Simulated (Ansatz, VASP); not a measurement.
## Sc2H3F3 in VASP and in Ansatz

```
Sc H F
1.0
     4.00565    0.00000    0.00000
     0.00000    4.00565    0.00000
     0.00000    0.00000    7.95932
Sc H F
2 3 3
Direct
  0.00000 0.00000 0.75648
  0.00000 0.00000 0.24352
  0.50000 0.00000 0.77842
  0.00000 0.50000 0.22158
  0.00000 0.00000 0.00000
  0.50000 0.00000 0.24420
  0.00000 0.50000 0.75580
  0.00000 0.00000 0.50000
```

Alike in both runs: functional PBE; k mesh 4 × 4 × 2; occupations gaussian, width 0.1 eV; no spin polarisation.

Ansatz relaxed the structure, and its values are those at the end. VASP's run is a single point on that final structure, the one shown.

|  | VASP | Ansatz |
| --- | --- | --- |
| version | VASP 6.6.1 | Ansatz 0.2.0 |
| potentials or method | VASP PAW PBE potentials, release 64 (Sc_sv, H, F), cutoff 520 eV | scalar-relativistic, plane waves, PAW |
| valence electrons in the cell | 46 | 46 |

|  | VASP | Ansatz | Ansatz less VASP |
| --- | --- | --- | --- |
| gap on the k mesh at the Fermi level (eV) | 3.30 | 3.31 | +0.009 |
| least direct gap on the mesh (eV) | 3.30 | 3.31 | +0.009 |
| pressure (GPa) | 0.0 | -0.3 | -0.25 |
| rms of the force components (eV/Å) | 0.028 | 0.013 | -0.0148 |
